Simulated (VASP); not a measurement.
# ZnS (I-4m2) in VASP: a series of runs

Runs on ZnS. Level: PBEsol. Tasks: single point.

Everything below comes from runs of VASP 6.6.1. Logs are shortened: lines on timing, memory, paths and dates and some standing lists are left out, and cuts for length are marked.

## 1. The cell of the first run

Symmetry: I-4m2, No. 119, tetragonal system. The conventional cell has a = 3.788 Å, b = 3.788 Å, c = 6.059 Å, α = 90.00°, β = 90.00°, γ = 90.00°. Zn (site symmetry -4m2) has 4 S at 2.43 Å within 3.2 Å. S (site symmetry -4m2) has 4 Zn at 2.43 Å within 3.2 Å.

## 2. Single point, PBEsol (strain +0.1312 x Voigt [0, 0, 1, 0, 0, 0])

INCAR

```
SYSTEM = ZnS
PREC     = Accurate       ! precision mode
ENCUT    = 520            ! plane-wave cutoff, eV
EDIFF    = 1E-6           ! SCF threshold, eV
ISMEAR   = 0              ! smearing method
SIGMA    = 0.05           ! smearing width, eV
LREAL    = .False.        ! projectors in reciprocal space
LASPH    = .True.         ! aspherical terms in the spheres
NELM     = 100            ! most SCF steps
ALGO     = Normal         ! electronic algorithm
ISIF     = 2              ! what is computed and relaxed
LWAVE    = .False.        ! write WAVECAR
LCHARG   = .False.        ! write CHGCAR
GGA      = PS             ! functional
NBANDS   = 16             ! bands
```

KPOINTS

```
regular mesh
0
Gamma
  10 10 10
  0 0 0
```

POSCAR

```
ZnS
1.0
    0.0000000000      2.6782590749      3.0296466655
    2.6782590749      0.0000000000      3.0296466655
    2.6782590749      2.6782590749      0.0000000000
Zn S
1 1
Direct
    0.0000000000      0.0000000000      0.0000000000
    0.7500000000      0.7500000000      0.7500000000
```

Potentials or basis: VASP PAW PBE potentials, release 64 (Zn, S).

On the command line:

```sh
cat potpaw_PBE.64/Zn/POTCAR potpaw_PBE.64/S/POTCAR > POTCAR
mpirun -np 1 vasp_std > vasp.out
```

OUTCAR:

```text
SYSTEM = ZnS
   PREC = Accurate
   ENCUT = 520
   EDIFF = 1E-6
   ISMEAR = 0
   LREAL = .False.
   LASPH = .True.
   NELM = 100
   ISIF = 2
   GGA = PS

 ion  position               nearest neighbor table
   1  0.000  0.000  0.000-   2 2.43   2 2.43   2 2.43   2 2.43
   2  0.750  0.750  0.750-   1 2.43   1 2.43   1 2.43   1 2.43

  LATTYP: Found a body centered tetragonal cell.
 ALAT       =     3.7876303073
 C/A-ratio  =     1.5997583817

  Lattice vectors:

 A1 = (  -2.6782590749,   0.0000000000,   3.0296466655)
 A2 = (   2.6782590749,   0.0000000000,   3.0296466655)
 A3 = (   0.0000000000,   2.6782590749,  -3.0296466655)

Analysis of symmetry for initial positions (statically):
=====================================================================
 Subroutine PRICEL returns:
 Original cell was already a primitive cell.

 Routine SETGRP: Setting up the symmetry group for a
 body centered tetragonal supercell.

 Subroutine GETGRP returns: Found  8 space group operations
 (whereof  8 operations were pure point group operations)
 out of a pool of 16 trial point group operations.

The static configuration has the point symmetry D_2d.

Analysis of symmetry for dynamics (positions and initial velocities):
=====================================================================
 Subroutine PRICEL returns:
 Original cell was already a primitive cell.

 Routine SETGRP: Setting up the symmetry group for a
 body centered tetragonal supercell.

 Subroutine GETGRP returns: Found  8 space group operations
 (whereof  8 operations were pure point group operations)
 out of a pool of 16 trial point group operations.

The dynamic configuration has the point symmetry D_2d.

 Subroutine INISYM returns: Found  8 space group operations
 (whereof  8 operations are pure point group operations),
 and found     1 'primitive' translations

----------------------------------------------------------------------------------------

                                     Primitive cell

  volume of cell :      43.4637

  direct lattice vectors                    reciprocal lattice vectors
     0.000000000  2.678259075  3.029646666    -0.186688437  0.186688437  0.165035747
     2.678259075  0.000000000  3.029646666     0.186688437 -0.186688437  0.165035747
     2.678259075  2.678259075  0.000000000     0.186688437  0.186688437 -0.165035747

  length of vectors
     4.043739679  4.043739679  3.787630307     0.311355011  0.311355011  0.311355011

  position of ions in fractional coordinates (direct lattice)
     0.000000000  0.000000000  0.000000000
     0.750000000  0.750000000  0.750000000

  ion indices of the primitive-cell ions
   primitive index   ion index
                 1           1
                 2           2

----------------------------------------------------------------------------------------

 KPOINTS: regular mesh

Automatic generation of k-mesh.
 Grid dimensions read from file:
 generate k-points for:   10   10   10

 Generating k-lattice:

  Cartesian coordinates                     Fractional coordinates (reciprocal lattice)
    -0.018668844  0.018668844  0.016503575     0.100000000  0.000000000  0.000000000
     0.018668844 -0.018668844  0.016503575     0.000000000  0.100000000  0.000000000
     0.018668844  0.018668844 -0.016503575     0.000000000  0.000000000  0.100000000

  Length of vectors
     0.031135501  0.031135501  0.031135501

  Shift w.r.t. Gamma in fractional coordinates (k-lattice)
     0.000000000  0.000000000  0.000000000

 Subroutine IBZKPT returns following result:
 ===========================================

 Found    102 irreducible k-points:

 Following reciprocal coordinates:
            Coordinates               Weight
  0.000000  0.000000  0.000000      1.000000
  0.100000  0.000000  0.000000      8.000000
  0.200000  0.000000  0.000000      8.000000
  0.300000  0.000000  0.000000      8.000000
  0.400000  0.000000  0.000000      8.000000
  0.500000  0.000000  0.000000      4.000000
[... 16 lines left out ...]
  0.300000  0.300000  0.000000      2.000000
  0.400000  0.300000  0.000000      8.000000
 [... further k-points ...]
   k-points           NKPTS =    102   k-points in BZ     NKDIM =    102   number of bands    NBANDS=     16
   number of dos      NEDOS =    301   number of ions     NIONS =      2
   total plane-waves  NPLWV =  25200
   dimension x,y,z NGX =    30 NGY =   30 NGZ =   28
   dimension x,y,z NGXF=    60 NGYF=   60 NGZF=   56
   ions per type =               1   1
   NGX,Y,Z   is equivalent  to a cutoff of  12.33, 12.33, 12.29 a.u.
   NGXF,Y,Z  is equivalent  to a cutoff of  24.67, 24.67, 24.58 a.u.
 SYSTEM =  ZnS
   PREC   = accura    normal or accurate (medium, high low for compatibility)
   ISTART =      0    job   : 0-new  1-cont  2-samecut
   ICHARG =      2    charge: 1-file 2-atom 10-const
   ISPIN  =      1    spin polarized calculation?
   LNONCOLLINEAR =      F non collinear calculations
   LSORBIT =      F    spin-orbit coupling
   LASPH  =      T    aspherical Exc in radial PAW
   ENCUT  =  520.0 eV  38.22 Ry    6.18 a.u.   7.52  7.52  7.04*2*pi/ulx,y,z
   NELM   =    100;   NELMIN=  2; NELMDL= -5     # of ELM steps
   EDIFF  = 0.1E-05   stopping-criterion for ELM
   LREAL  =      F    real-space projection
   EDIFFG = 0.1E-04   stopping-criterion for IOM
   NSW    =      0    number of steps for IOM
   IBRION =     -1    ionic relax: 0-MD 1-quasi-New 2-CG
   NFREE  =      0    steps in history (QN), initial steepest desc. (CG)
   ISIF   =      2    stress and relaxation
   ISYM   =      2    0-nonsym 1-usesym 2-fastsym
   POTIM  = 0.5000    time-step for ionic-motion
   TEBEG  =    0.0;   TEEND  =   0.0 temperature during run
   PSTRESS=    0.0 pullay stress
   NELECT =      18.0000    total number of electrons
   NUPDOWN=      -1.0000    fix difference up-down
   EMIN   =  10.00;   EMAX   =-10.00  energy-range for DOS
   EFERMI =   0.00;   METHOD = LEGACY
   ISMEAR =     0;   SIGMA  =   0.05  broadening in eV -4-tet -1-fermi 0-gaus
   EFERMI_NEDOS =   21; number of points for ismear=-14 and -15
   IALGO  =     38    algorithm
   IMIX   =      4    mixing-type and parameters
     AMIX     =   0.40;   BMIX     =  1.00
     AMIX_MAG =   1.60;   BMIX_MAG =  1.00
  volume/ion in A,a.u.               =      21.73       146.65
  Fermi-wavevector in a.u.,A,eV,Ry     =   1.220272  2.305980 20.259940  1.489064
  Thomas-Fermi vector in A             =   2.355495
   LORBIT       =      0    0 simple, 1 ext, 2 COOP (PROOUT), +10 PAW based schemes
   GGA     = PS    functional components
   LHFCALC =     F    Hartree Fock is set to
   AEXX    =    0.0000 exact exchange contribution
   IVDW    =     0    specifies the selected vdW correction
   LEPSILON=     F    determine dielectric tensor
   LRPA    =     F    only Hartree local field effects (RPA)
 non-spin polarized calculation
 Gauss-broadening in eV      SIGMA  =   0.05
  energy-cutoff  :      520.00
  volume of cell :       43.46
 maximum number of plane-waves:      1188
   NGX = 15   NGY = 15   NGZ = 15

 number of electron      17.9999990 magnetization

 Free energy of the ion-electron system (eV)
  ---------------------------------------------------
  ext. energy  EPLUGINS =         0.00000000
  ---------------------------------------------------
  free energy    TOTEN  =        -7.39601033 eV

  energy without entropy =       -7.39601033  energy(sigma->0) =       -7.39601033

 E-fermi :   1.5445     XC(G=0):  -9.4165

 val. band max:        1.3187452821   @ k =   0.0000   0.0000   0.0000
 cond. band min:       2.6543444822   @ k =   0.0000   0.0000   0.0000
 fundamental gap:      1.3355992001
 Fermi energy:         1.5444528777

 k-point     1 :       0.0000    0.0000    0.0000
  band No.  band energies     occupation
      1     -11.3331      2.00000
      2      -4.9096      2.00000
      3      -4.8359      2.00000
      4      -4.8359      2.00000
      5      -4.4989      2.00000
      6      -4.4788      2.00000
[... 8 lines left out ...]
     15      12.5000      0.00000
     16      13.5831      0.00000

 k-point     2 :       0.1000    0.0000    0.0000
  band No.  band energies     occupation
      1     -11.2678      2.00000
      2      -4.9013      2.00000
      3      -4.8322      2.00000
      4      -4.8244      2.00000
      5      -4.4971      2.00000
      6      -4.4816      2.00000
[... 8 lines left out ...]
     15      12.9649      0.00000
     16      13.2077      0.00000

 k-point     3 :       0.2000    0.0000    0.0000
  band No.  band energies     occupation
      1     -11.0886      2.00000
      2      -4.8773      2.00000
      3      -4.8115      2.00000
      4      -4.7954      2.00000
      5      -4.4884      2.00000
      6      -4.4874      2.00000
[... 8 lines left out ...]
     15      12.5024      0.00000
     16      13.4453      0.00000

 k-point     4 :       0.3000    0.0000    0.0000
  band No.  band energies     occupation
      1     -10.8476      2.00000
      2      -4.8427      2.00000
      3      -4.7630      2.00000
      4      -4.7409      2.00000
      5      -4.4902      2.00000
      6      -4.4682      2.00000
[... 8 lines left out ...]
     15      12.4335      0.00000
     16      13.1865      0.00000
[... 324 lines left out ...]
 k-point    22 :      -0.2000    0.2000    0.0000
  band No.  band energies     occupation
      1     -10.7435      2.00000
      2      -4.8376      2.00000
      3      -4.7480      2.00000
      4      -4.7387      2.00000
      5      -4.5095      2.00000
      6      -4.4168      2.00000
[... 8 lines left out ...]
     15      13.5700      0.00000
     16      14.4288      0.00000

 k-point    23 :       0.3000    0.3000    0.0000
  band No.  band energies     occupation
      1     -10.7766      2.00000
      2      -4.8910      2.00000
      3      -4.6824      2.00000
      4      -4.6824      2.00000
      5      -4.5399      2.00000
      6      -4.4558      2.00000
[... 8 lines left out ...]
     15      14.5736      0.00000
     16      16.3482      0.00000

 k-point    24 :       0.4000    0.3000    0.0000
  band No.  band energies     occupation
      1     -10.6195      2.00000
      2      -4.8490      2.00000
      3      -4.6497      2.00000
      4      -4.6434      2.00000
      5      -4.5088      2.00000
      6      -4.4545      2.00000
[... 8 lines left out ...]
     15      14.7104      0.00000
     16      15.9202      0.00000

 [... further k-points ...]

------------------------ aborting loop because EDIFF is reached ----------------------------------------

  FORCE on cell =-STRESS in cart. coord.  units (eV):
  Direction    XX          YY          ZZ          XY          YZ          ZX
  --------------------------------------------------------------------------------------
  -------------------------------------------------------------------------------------
  Total       -1.4322607     -1.4322607     -3.2022532      0.0000000      0.0000000      0.0000000
  in kB      -52.7965456    -52.7965456   -118.0426914      0.0000000      0.0000000      0.0000000
  external PRESSURE =     -74.5452608 kB  Pullay stress =       0.0000000 kB

 VOLUME and BASIS-vectors are now :
 -----------------------------------------------------------------------------
  energy-cutoff  :      520.00
  volume of cell :       43.46
      direct lattice vectors                 reciprocal lattice vectors
     0.000000000  2.678259075  3.029646666    -0.186688437  0.186688437  0.165035747
     2.678259075  0.000000000  3.029646666     0.186688437 -0.186688437  0.165035747
     2.678259075  2.678259075  0.000000000     0.186688437  0.186688437 -0.165035747

 POSITION                                       TOTAL-FORCE (eV/Angst)
 -----------------------------------------------------------------------------------
      0.00000      0.00000      0.00000         0.000000      0.000000      0.000000
      4.01739      4.01739      4.54447        -0.000000     -0.000000      0.000000
 -----------------------------------------------------------------------------------
    total drift:                                0.000009      0.000009      0.000006

  FREE ENERGIE OF THE ION-ELECTRON SYSTEM (eV)
  ---------------------------------------------------
  free  energy   TOTEN  =        -7.3960103317 eV

  energy  without entropy=       -7.3960103317  energy(sigma->0) =       -7.39601033
```

Wall time 96 s (1 thread of Intel Xeon 8259CL, shared host); peak memory 0.21 GiB.

Results:

| Property | Result |
| --- | --- |
| Free energy | -7.3960 eV |
| Pressure | -7.5 GPa |
| Band gap on the k mesh | 1.34 eV |

Levels at points of the mesh, in eV from the valence-band top:
```csv
k point,band 5,band 6,band 7,band 8,band 9,band 10,band 11,band 12,band 13,band 14
"(0.00, 0.00, 0.00)",-5.82,-5.80,-0.51,0.00,0.00,1.34,6.28,6.28,6.31,10.05
"(0.50, 0.00, 0.00)",-5.78,-5.65,-4.85,-1.22,-0.55,2.65,6.48,7.25,8.18,11.26
"(0.50, 0.50, 0.00)",-5.76,-5.73,-4.83,-1.64,-1.64,3.71,4.52,9.18,11.16,11.16
"(0.50, 0.00, 0.50)",-5.76,-5.58,-4.12,-2.31,-2.12,3.13,3.45,10.11,10.27,10.95
```

Caveat: the cell differs from its parent crystal (strain +0.1312 x Voigt [0, 0, 1, 0, 0, 0]); the cell stands under tension; the PAW data sets were made with another functional, which shifts forces and pressure a little.

## 3. Single point, PBEsol (strain +0.1500 x Voigt [0, 0, 1, 0, 0, 0])

INCAR

```
SYSTEM = ZnS
ALGO = Normal
EDIFF = 1E-7
ENCUT = 520
GGA = PS
ISIF = 2
ISMEAR = 0
LASPH = .True.
LCHARG = .False.
LREAL = .False.
LWAVE = .False.
NBANDS = 16
NELM = 60
PREC = Accurate
SIGMA = 0.05
```

KPOINTS

```
k-points
0
Gamma
  10 10 10
  0 0 0
```

POSCAR

```
ZnS
1.0
    0.0000000000      2.6782590749      3.0799979361
    2.6782590749      0.0000000000      3.0799979361
    2.6782590749      2.6782590749      0.0000000000
Zn S
1 1
Direct
    0.0000000000      0.0000000000      0.0000000000
    0.7500000000      0.7500000000      0.7500000000
```

Potentials or basis: VASP PAW PBE potentials, release 64 (Zn, S).

On the command line:

```sh
cat potpaw_PBE.64/Zn/POTCAR potpaw_PBE.64/S/POTCAR > POTCAR
mpirun -np 1 vasp_std > vasp.out
```

Run time: 1.7 min. Hardware: 1 thread of Intel Xeon 8259CL, shared host; peak memory 0.21 GiB.

The run converged. Its results:

* Free energy: -7.3396 eV
* Pressure: -8.2 GPa
* Band gap on the k mesh: 1.22 eV

Stress tensor (GPa, compression positive):
```
 -5.70   0.00   0.00
  0.00  -5.70   0.00
  0.00   0.00 -13.22
```

Levels at points of the mesh, in eV from the valence-band top:
| k point | band 7 | band 8 | band 9 | band 10 | band 11 | band 12 |
| --- | --- | --- | --- | --- | --- | --- |
| (0.00, 0.00, 0.00) | -0.58 | 0.00 | 0.00 | 1.22 | 6.28 | 6.28 |
| (0.50, 0.00, 0.00) | -4.77 | -1.26 | -0.51 | 2.55 | 6.46 | 7.29 |
| (0.50, 0.50, 0.00) | -4.84 | -1.55 | -1.55 | 3.77 | 4.57 | 8.96 |
| (0.50, 0.00, 0.50) | -4.04 | -2.30 | -2.09 | 3.13 | 3.37 | 9.85 |

Caveat: the cell differs from its parent crystal (strain +0.1500 x Voigt [0, 0, 1, 0, 0, 0]); the cell stands under tension; the PAW data sets were made with another functional, which shifts forces and pressure a little.
